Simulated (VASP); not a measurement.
A run of VASP 6.6.1 is set up as follows.

File POSCAR:

```
C
1.0
    0.0000000000      1.7801408483      1.7801408483
    1.7801408483      0.0000000000      1.7801408483
    1.7801408483      1.7801408483      0.0000000000
C
2
Direct
    0.5000000000      0.5000000000      0.5000000000
    0.7500000000      0.7500000000      0.7500000000
```

Contents of INCAR.step1:

```
SYSTEM = C
PREC = Accurate
ENCUT = 600
ISMEAR = 0
SIGMA = 0.01
LREAL = .False.
LASPH = .True.
NELM = 100
GGA = PE
ALGO = Normal
EDIFF = 1E-4
LWAVE = .True.
LCHARG = .False.
```

The input INCAR.step2:

```
SYSTEM = C
PREC = Accurate
ENCUT = 600
EDIFF = 1E-7
ISMEAR = 0
SIGMA = 0.01
LREAL = .False.
LASPH = .True.
NELM = 100
ALGO = Normal
ISIF = 3
LWAVE = .False.
LCHARG = .False.
METAGGA = R2SCAN
LMIXTAU = .True.
IBRION = 2
NSW = 100
EDIFFG = -0.002
PSTRESS = 40.0
ISTART = 1
```

Contents of KPOINTS:

```
regular mesh
0
Gamma
  12 12 12
  0 0 0
```

Potentials or basis: VASP PAW PBE potentials, release 64 (C).

Run with:

```console
$ cat potpaw_PBE.64/C/POTCAR > POTCAR
$ cp INCAR.step1 INCAR
$ mpirun -np 1 vasp_std > vasp.out
$ cp INCAR.step2 INCAR
$ mpirun -np 1 vasp_std > vasp.out
```

**Question.** What does it give for the relaxed cell?

**Answer.** a = 2.511 Å, b = 2.511 Å, c = 2.511 Å, α = 60.00°, β = 60.00°, γ = 60.00°.

**Question.** Predict the space group after relaxing (to 0.1 Å).

**Answer.** Fd-3m (No. 227).

Step by step:
```
step  energy change (eV)  largest force (eV/Å)  pressure (GPa)  volume (Å³)
   1              0.0000                0.0000            0.35        11.28
   2              0.0060                0.0000            9.03        11.07
   3              0.0012                0.0000            4.01        11.19
```

Caveat: the cell is relaxed towards a set pressure, so the run minimises the enthalpy, not the energy; the PAW data sets were made with another functional, which shifts forces and pressure a little.
